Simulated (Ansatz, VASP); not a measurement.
**SnSe: VASP beside Ansatz**

```
Sn Se
1.0
     4.61623    0.00000    0.00000
     0.00000    4.61623    0.00000
     0.00000    0.00000    9.47149
Sn Se
2 2
Direct
  0.50000 0.00000 0.37223
  0.00000 0.50000 0.62777
  0.50000 0.00000 0.61604
  0.00000 0.50000 0.38396
```

Alike in both runs: task single point; functional LDA; k mesh 8 × 8 × 4; occupations gaussian, width 0.05 eV; no spin polarisation.

|  | VASP | Ansatz |
| --- | --- | --- |
| version | VASP 6.6.1 | Ansatz 0.2.0 |
| potentials or method | VASP PAW LDA potentials, release 64 (Sn_d, Se), cutoff 520 eV | scalar-relativistic, plane waves, PAW |
| valence electrons in the cell | 40 | 60 |

|  | VASP | Ansatz | Ansatz less VASP |
| --- | --- | --- | --- |
| gap on the k mesh at the Fermi level (eV) | 1.42 | 1.44 | +0.022 |
| least direct gap on the mesh (eV) | 1.54 | 1.55 | +0.011 |
| rms of the force components (eV/Å) | 2.110 | 2.082 | -0.0280 |

LDA's correlation is that of Perdew and Zunger in VASP and of Perdew and Wang (1992) in Ansatz. Atom by atom the forces differ by 0.028 eV/Å (rms over components). VASP's potentials hold 40 valence electrons a cell and Ansatz's 60, so a difference there can come from the potentials and not from the codes.
